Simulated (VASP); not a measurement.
# Ge (Cmcm) in VASP: a series of runs, part 2 of 3

VASP 6.6.1.

### 4 Relaxation of cell and atoms, RPBE+D3(BJ)

Input file INCAR:

```
PREC = Accurate
ENCUT = 600
EDIFF = 1E-6
ISMEAR = -1
SIGMA = 0.05
LREAL = F
LASPH = T
NELM = 60
ALGO = Normal
ISIF = 3
LWAVE = F
LCHARG = F
GGA = RP
IVDW = 12
IBRION = 2
NSW = 60
EDIFFG = -0.01
```

Input file KPOINTS:

```
regular mesh
0
Gamma
  10 10 6
```

Input file POSCAR:

```
Ge
1.0
    1.4880529250     -2.5946896100      0.0000000000
    1.4880529250      2.5946896100      0.0000000000
    0.0000000000      0.0000000000      4.7275957900
Ge
2
Direct
    0.3334466300      0.6665533700      0.2500000000
    0.6665533700      0.3334466300      0.7500000000
```

Potentials or basis: VASP PAW PBE potentials, release 64 (Ge_d).

Run with:

```
$ cat potpaw_PBE.64/Ge_d/POTCAR > POTCAR
$ mpirun -np 1 vasp_std > vasp.out
```

OUTCAR:

```text
PREC = Accurate
   ENCUT = 600
   EDIFF = 1E-6
   ISMEAR = -1
   LREAL = F
   LASPH = T
   NELM = 60
   ISIF = 3
   GGA = RP
   IVDW = 12
   IBRION = 2
   NSW = 60
   EDIFFG = -0.01
 IVDW          = 12

 ion  position               nearest neighbor table
   1  0.333  0.667  0.250-
   2  0.667  0.333  0.750-

  LATTYP: Found a base centered orthorhombic cell.
 ALAT       =     2.9761058500
 B/A-ratio  =     1.7436809984
 C/A-ratio  =     1.5885173540

  Lattice vectors:

 A1 = (   1.4880529250,  -2.5946896100,   0.0000000000)
 A2 = (   1.4880529250,   2.5946896100,   0.0000000000)
 A3 = (   0.0000000000,   0.0000000000,   4.7275957900)

Analysis of symmetry for initial positions (statically):
=====================================================================
 Subroutine PRICEL returns:
 Original cell was already a primitive cell.

 Routine SETGRP: Setting up the symmetry group for a
 base centered orthorhombic supercell.

 Subroutine GETGRP returns: Found  8 space group operations
 (whereof  4 operations were pure point group operations)
 out of a pool of  8 trial point group operations.

The static configuration has the point symmetry C_2h.
 The point group associated with its full space group is D_2h.

Analysis of symmetry for dynamics (positions and initial velocities):
=====================================================================
 Subroutine PRICEL returns:
 Original cell was already a primitive cell.

 Routine SETGRP: Setting up the symmetry group for a
 base centered orthorhombic supercell.

 Subroutine GETGRP returns: Found  8 space group operations
 (whereof  4 operations were pure point group operations)
 out of a pool of  8 trial point group operations.

The dynamic configuration has the point symmetry C_2h.
 The point group associated with its full space group is D_2h.

 Subroutine INISYM returns: Found  8 space group operations
 (whereof  4 operations are pure point group operations),
 and found     1 'primitive' translations

----------------------------------------------------------------------------------------

                                     Primitive cell

  volume of cell :      36.5068

  direct lattice vectors                    reciprocal lattice vectors
     1.488052925 -2.594689610  0.000000000     0.336009554 -0.192701277  0.000000000
     1.488052925  2.594689610  0.000000000     0.336009554  0.192701277  0.000000000
     0.000000000  0.000000000  4.727595790     0.000000000  0.000000000  0.211524006

  length of vectors
     2.991106096  2.991106096  4.727595790     0.387345069  0.387345069  0.211524006

  position of ions in fractional coordinates (direct lattice)
     0.333446630  0.666553370  0.250000000
     0.666553370  0.333446630  0.750000000

  ion indices of the primitive-cell ions
   primitive index   ion index
                 1           1
                 2           2

----------------------------------------------------------------------------------------

 KPOINTS: regular mesh

Automatic generation of k-mesh.
 Grid dimensions read from file:
 generate k-points for:   10   10    6

 Generating k-lattice:

  Cartesian coordinates                     Fractional coordinates (reciprocal lattice)
     0.033600955 -0.019270128  0.000000000     0.100000000 -0.000000000  0.000000000
     0.033600955  0.019270128  0.000000000    -0.000000000  0.100000000  0.000000000
     0.000000000  0.000000000  0.035254001     0.000000000  0.000000000  0.166666667

  Length of vectors
     0.038734507  0.038734507  0.035254001

  Shift w.r.t. Gamma in fractional coordinates (k-lattice)
     0.000000000  0.000000000  0.000000000

 Subroutine IBZKPT returns following result:
 ===========================================

 Found    124 irreducible k-points:

 Following reciprocal coordinates:
            Coordinates               Weight
  0.000000  0.000000  0.000000      1.000000
  0.100000  0.000000  0.000000      4.000000
  0.200000  0.000000  0.000000      4.000000
  0.300000 -0.000000  0.000000      4.000000
  0.400000 -0.000000  0.000000      4.000000
  0.500000 -0.000000  0.000000      2.000000
[... 16 lines left out ...]
  0.300000  0.300000  0.000000      2.000000
  0.400000  0.300000  0.000000      4.000000
 [... further k-points ...]
   k-points           NKPTS =    124   k-points in BZ     NKDIM =    124   number of bands    NBANDS=     18
   number of dos      NEDOS =    301   number of ions     NIONS =      2
   total plane-waves  NPLWV =  23040
   dimension x,y,z NGX =    24 NGY =   24 NGZ =   40
   dimension x,y,z NGXF=    48 NGYF=   48 NGZF=   80
   ions per type =               2
   NGX,Y,Z   is equivalent  to a cutoff of  13.34, 13.34, 14.07 a.u.
   NGXF,Y,Z  is equivalent  to a cutoff of  26.68, 26.68, 28.13 a.u.
 SYSTEM =  unknown system
   PREC   = accura    normal or accurate (medium, high low for compatibility)
   ISTART =      0    job   : 0-new  1-cont  2-samecut
   ICHARG =      2    charge: 1-file 2-atom 10-const
   ISPIN  =      1    spin polarized calculation?
   LNONCOLLINEAR =      F non collinear calculations
   LSORBIT =      F    spin-orbit coupling
   LASPH  =      T    aspherical Exc in radial PAW
   ENCUT  =  600.0 eV  44.10 Ry    6.64 a.u.   5.97  5.97  9.44*2*pi/ulx,y,z
   NELM   =     60;   NELMIN=  2; NELMDL= -5     # of ELM steps
   EDIFF  = 0.1E-05   stopping-criterion for ELM
   LREAL  =      F    real-space projection
   EDIFFG = -.1E-01   stopping-criterion for IOM
   NSW    =     60    number of steps for IOM
   IBRION =      2    ionic relax: 0-MD 1-quasi-New 2-CG
   NFREE  =      1    steps in history (QN), initial steepest desc. (CG)
   ISIF   =      3    stress and relaxation
   ISYM   =      2    0-nonsym 1-usesym 2-fastsym
   POTIM  = 0.5000    time-step for ionic-motion
   TEBEG  =    0.0;   TEEND  =   0.0 temperature during run
   PSTRESS=    0.0 pullay stress
   NELECT =      28.0000    total number of electrons
   NUPDOWN=      -1.0000    fix difference up-down
   EMIN   =  10.00;   EMAX   =-10.00  energy-range for DOS
   EFERMI =   0.00;   METHOD = LEGACY
   ISMEAR =    -1;   SIGMA  =   0.05  broadening in eV -4-tet -1-fermi 0-gaus
   EFERMI_NEDOS =   21; number of points for ismear=-14 and -15
   IALGO  =     38    algorithm
   IMIX   =      4    mixing-type and parameters
     AMIX     =   0.40;   BMIX     =  1.00
     AMIX_MAG =   1.60;   BMIX_MAG =  1.00
  volume/ion in A,a.u.               =      18.25       123.18
  Fermi-wavevector in a.u.,A,eV,Ry     =   1.498544  2.831837 30.553703  2.245634
  Thomas-Fermi vector in A             =   2.610289
   LORBIT       =      0    0 simple, 1 ext, 2 COOP (PROOUT), +10 PAW based schemes
   GGA     = RP    functional components
   LHFCALC =     F    Hartree Fock is set to
   AEXX    =    0.0000 exact exchange contribution
   IVDW    =    12    specifies the selected vdW correction
   LEPSILON=     F    determine dielectric tensor
   LRPA    =     F    only Hartree local field effects (RPA)
 conjugate gradient relaxation of ions
 non-spin polarized calculation
  energy-cutoff  :      600.00
  volume of cell :       36.51
 maximum number of plane-waves:      1237
   NGX = 11   NGY = 11   NGZ = 19

--------------------------------------- Ionic step        1  -------------------------------------------

 number of electron      27.9999997 magnetization

 Free energy of the ion-electron system (eV)
  ---------------------------------------------------
  ext. energy  EPLUGINS =         0.00000000
  ---------------------------------------------------
  free energy    TOTEN  =        -7.61396174 eV

  energy without entropy =       -7.60537641  energy(sigma->0) =       -7.60966907

------------------------ aborting loop because EDIFF is reached ----------------------------------------

 Edisp (eV)   -3.65709

 E8    (eV) :    -2.4011
[... 31 lines left out ...]
--------------------------------------- Ionic step        2  -------------------------------------------

 number of electron      28.0000016 magnetization

 E-fermi :  10.3911     XC(G=0): -12.7196

 val. band max:       10.3829879574   @ k =  -0.3000   0.1000   0.3333
 cond. band min:      10.3926926967   @ k =   0.2000   0.1000   0.3333
 fundamental gap:      0.0097047393
 Fermi energy:        10.3911124933

 k-point     1 :       0.0000    0.0000    0.0000
  band No.  band energies     occupation
      1     -14.5921      2.00000
      2     -14.5479      2.00000
      3     -14.5421      2.00000
      4     -14.5331      2.00000
      5     -14.5212      2.00000
      6     -14.5133      2.00000
[... 568 lines left out ...]
  FREE ENERGIE OF THE ION-ELECTRON SYSTEM (eV)
  ---------------------------------------------------
  free  energy   TOTEN  =       -11.5780435984 eV

  energy  without entropy=      -11.5671170707  energy(sigma->0) =      -11.57258033

[... ionic steps 4 to 36 ...]

--------------------------------------- Ionic step       37  -------------------------------------------

 number of electron      28.0000011 magnetization

------------------------ aborting loop because EDIFF is reached ----------------------------------------
[... 75 lines left out ...]
--------------------------------------- Ionic step       39  -------------------------------------------

 number of electron      28.0000011 magnetization

 Free energy of the ion-electron system (eV)
  ---------------------------------------------------
  ext. energy  EPLUGINS =         0.00000000
  ---------------------------------------------------
  free energy    TOTEN  =        -7.09424004 eV

  energy without entropy =       -7.09087129  energy(sigma->0) =       -7.09255566

 E-fermi :   9.3403     XC(G=0): -12.2564

 val. band max:        9.3165584872   @ k =   0.3000   0.3000   0.1667
 cond. band min:       9.3961350398   @ k =   0.2000   0.1000   0.0000
 fundamental gap:      0.0795765526
 Fermi energy:         9.3402581857

 k-point     1 :       0.0000    0.0000    0.0000
  band No.  band energies     occupation
      1     -15.6244      2.00000
      2     -15.6151      2.00000
      3     -15.6061      2.00000
      4     -15.5792      2.00000
      5     -15.5741      2.00000
      6     -15.5653      2.00000
[... 528 lines left out ...]
  FREE ENERGIE OF THE ION-ELECTRON SYSTEM (eV)
  ---------------------------------------------------
  free  energy   TOTEN  =       -11.5925416511 eV

  energy  without entropy=      -11.5891728977  energy(sigma->0) =      -11.59085727

 reached required accuracy - stopping structural energy minimisation
```

Run time: 31 min. Hardware: 1 thread of Intel Xeon 8259CL, shared host; peak memory 0.24 GiB.

Results:

| Property | Result |
| --- | --- |
| Free energy | -11.5925 eV |
| Relaxed volume | 15.39 Å³/atom |
| Relaxed cell | a = 2.807 Å, b = 2.807 Å, c = 4.583 Å, α = 90.00°, β = 90.00°, γ = 121.52° |
| Space group after relaxing (to 0.1 Å) | Cmcm (No. 63) |
| Energy gained by relaxing | 160.7 meV/atom |
| Ionic steps | 39 |
| Pressure after relaxing | -0.1 GPa |
| Largest force after relaxing | 0.007 eV/Å |
| Band gap on the k mesh | zero (bands 14 and 15 overlap by 10.74 eV) |
| Dispersion energy per atom | -2.249 eV |

Forces in eV/Å, atoms in the order of the input:
```
Ge   0.000 -0.007  0.000
Ge   0.000  0.007  0.000
```

Stress tensor (GPa, compression positive):
```
 0.02  0.00  0.00
 0.00 -0.10  0.00
 0.00  0.00 -0.09
```

The path:
```csv
step,energy change (eV),largest force (eV/Å),pressure (GPa),volume (Å³)
1,0.0000,0.0026,-14.82,36.51
2,-0.2147,0.0294,13.00,28.29
3,-0.3070,0.0186,0.28,30.83
4,-0.3067,0.0180,-0.40,30.94
5,-0.3165,0.0288,-0.52,30.91
6,-0.3176,0.0321,-0.60,30.90
7,-0.3177,0.0329,-0.43,30.90
8,-0.3179,0.0373,0.40,30.71
9,-0.3180,0.0388,0.13,30.75
10,-0.3180,0.0370,0.24,30.73
11,-0.3183,0.0438,0.27,30.73
12,-0.3184,0.0478,0.28,30.73
13,-0.3188,0.0454,-0.03,30.81
14,-0.3189,0.0427,-0.49,30.92
15,-0.3191,0.0405,-0.77,30.93
16,-0.3195,0.0340,-0.40,30.94
17,-0.3201,0.0194,-0.66,30.96
18,-0.3208,0.0176,-0.07,30.81
19,-0.3208,0.0166,0.17,30.75
20,-0.3209,0.0165,0.08,30.73
21,-0.3208,0.0160,0.41,30.69
22,-0.3209,0.0167,0.29,30.71
23,-0.3210,0.0180,0.25,30.71
24,-0.3211,0.0199,0.22,30.71
25,-0.3213,0.0156,0.03,30.78
26,-0.3213,0.0120,-0.27,30.85
27,-0.3213,0.0140,-0.24,30.82
28,-0.3214,0.0074,-0.24,30.81
29,-0.3214,0.0047,0.07,30.81
30,-0.3214,0.0068,-0.24,30.81
31,-0.3214,0.0050,0.20,30.72
32,-0.3214,0.0077,0.01,30.76
33,-0.3214,0.0052,0.02,30.75
34,-0.3214,0.0054,0.10,30.73
35,-0.3214,0.0073,0.18,30.74
36,-0.3214,0.0071,0.08,30.74
37,-0.3214,0.0077,0.10,30.75
38,-0.3214,0.0082,0.09,30.75
39,-0.3215,0.0074,-0.06,30.78
```

Final structure:
```
Ge
1.0
     1.37109   -2.44926    0.00000
     1.37109    2.44926    0.00000
     0.00000    0.00000    4.58272
Ge
2
Direct
  0.34613 0.65387 0.25000
  0.65387 0.34613 0.75000
```

Caveat: the volume moved by over 15 % at a fixed basis, so the end points are rough; the dispersion term is far too large for a dense solid, which distorts pressure and volume; the PAW data sets were made with another functional, which shifts forces and pressure a little.

(Continued in part 3 of 3.)

The gap in the log of VASP goes by the Fermi energy; the results here count the filled bands.